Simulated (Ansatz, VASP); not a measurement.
One calculation of LuPd, two programs

```
CELL_PARAMETERS angstrom
3.41500 -0.03415 -0.03415
-0.03415 3.41500 -0.03415
-0.03415 -0.03415 3.41500
ATOMIC_POSITIONS crystal
Lu 0.00000 0.00000 0.00000
Pd 0.50000 0.50000 0.50000
```

Change from the starting cell: equal xy, yz and zx shear strains of -2 %.

Alike in both runs: task single point; functional PBEsol; k mesh 10 × 10 × 10; occupations fermi-dirac, width 0.05 eV; no spin polarisation.

|  | VASP | Ansatz |
| --- | --- | --- |
| version | VASP 6.6.1 | Ansatz 0.2.0 |
| potentials or method | VASP PAW PBE potentials, release 64 (Lu, Pd), cutoff 520 eV | all-electron LAPW, scalar-relativistic |

|  | VASP | Ansatz | Ansatz less VASP |
| --- | --- | --- | --- |
| pressure (GPa) | -1.9 | -2.1 | -0.21 |
| traceless stress, the component that is largest in VASP (GPa) | 0.80 | 0.78 | -0.018 |

VASP's potentials were made for PBE, not for PBEsol. Ansatz ran all-electron here, and VASP with PAW potentials.

Spin-orbit coupling is off throughout.
